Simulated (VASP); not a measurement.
A run of VASP 6.6.1 is set up as follows.

The input POSCAR:

```
GaSb
1.0
    0.0000000000      3.0658787979      3.0045612220
    3.0658787979      0.0000000000      3.0045612220
    3.0658787979      3.0658787979      0.0000000000
Ga Sb
1 1
Direct
    0.0000000000      0.0000000000      0.0000000000
    0.2500000000      0.2500000000      0.2500000000
```

Contents of INCAR.step1:

```
  PREC = Accurate
  ENCUT = 550
  ISMEAR = -1
  SIGMA = 0.02
  LREAL = False
  LASPH = True
  NELM = 120
  NBANDS = 21
  GGA = PE
  ALGO = Normal
  EDIFF = 1E-5
  LWAVE = True
  LCHARG = False
  GGA_COMPAT = False
```

INCAR.step2

```
  PREC = Accurate
  ENCUT = 550
  EDIFF = 1E-6
  ISMEAR = -1
  SIGMA = 0.02
  LREAL = False
  LASPH = True
  NELM = 120
  ALGO = Normal
  ISIF = 2
  LWAVE = False
  LCHARG = False
  METAGGA = R2SCAN
  LMIXTAU = True
  NBANDS = 21
  ISTART = 1
  GGA_COMPAT = False
```

Contents of KPOINTS:

```
Automatic mesh
0
Gamma
  8 8 8
```

Potentials or basis: VASP PAW PBE potentials, release 64 (Ga_d, Sb_d_GW).

The run is started by

```sh
$ cat potpaw_PBE.64/Ga_d/POTCAR potpaw_PBE.64/Sb_d_GW/POTCAR > POTCAR
$ cp INCAR.step1 INCAR
$ mpirun -np 1 vasp_std > vasp.out
$ cp INCAR.step2 INCAR
$ mpirun -np 1 vasp_std > vasp.out
```

Problem. What does it give for the band gap on the k mesh?

Solution. 0.47 eV.

Problem. Predict the pressure.

Solution. 1.1 GPa.

Stress tensor (GPa, compression positive):
```
0.81 0.00 0.00
0.00 0.81 0.00
0.00 0.00 1.80
```

Caveat: the cell differs from its parent crystal (uniaxial z strain -2.0%); semilocal functionals underestimate gaps, and a narrow one can read as zero; the PAW data sets were made with another functional, which shifts forces and pressure a little; spin-orbit coupling is left out, which moves the levels of the heavy elements. A k mesh can miss the band edges.
